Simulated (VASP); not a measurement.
Wanted: the native input for a VASP 6.6.1 run.

* Task: single point
* Functional: RPBE
* Dispersion: D3(BJ)
* Potentials or basis: VASP PAW PBE potentials, release 64 (Pb_d)
* Cutoff: 520 eV
* k mesh: 9 × 9 × 9
* Occupations: fermi-dirac, width 0.05 eV
* Spin: no spin polarisation
* Dipole correction: no
* Further INCAR settings: ALGO = Fast; EDIFF = 1e-06; NBANDS = 13

The structure of Pb lies in POSCAR:

```
Pb
1.0
    0.0000000000      2.2542247204      2.2542247204
    2.2542247204      0.0000000000      2.2542247204
    2.2542247204      2.2542247204      0.0000000000
Pb
1
Direct
    0.0000000000      0.0000000000      0.0000000000
```

One way to write it, as run:

INCAR

```
PREC = Accurate
ENCUT = 520
EDIFF = 1E-6
ISMEAR = -1
SIGMA = 0.05
LREAL = False
LASPH = True
NELM = 100
ALGO = Fast
ISIF = 2
LWAVE = False
LCHARG = False
GGA = RP
IVDW = 12
NBANDS = 13
```

KPOINTS

```
regular mesh
0
Gamma
  9 9 9
```

Potentials or basis: VASP PAW PBE potentials, release 64 (Pb_d).

Run with:

```sh
$ cat potpaw_PBE.64/Pb_d/POTCAR > POTCAR
$ mpirun -np 1 vasp_std > vasp.out
```

It gave:

- Pressure: -0.1 GPa
- Band gap on the k mesh: zero (band 7 reaches 20.73 eV, above the bottom of band 8 at 8.85 eV)
- Dispersion energy per atom: -3.655 eV

Caveat: the PAW data sets were made with another functional, which shifts forces and pressure a little; spin-orbit coupling is left out, which moves the levels of the heavy elements; pairwise dispersion overbinds metals, which lowers pressure and volume.

Run time: 6.2 s on 1 thread of AMD EPYC 9R45 96-Core Processor (Zen 5), with other jobs on the host, peak memory 0.12 GiB.
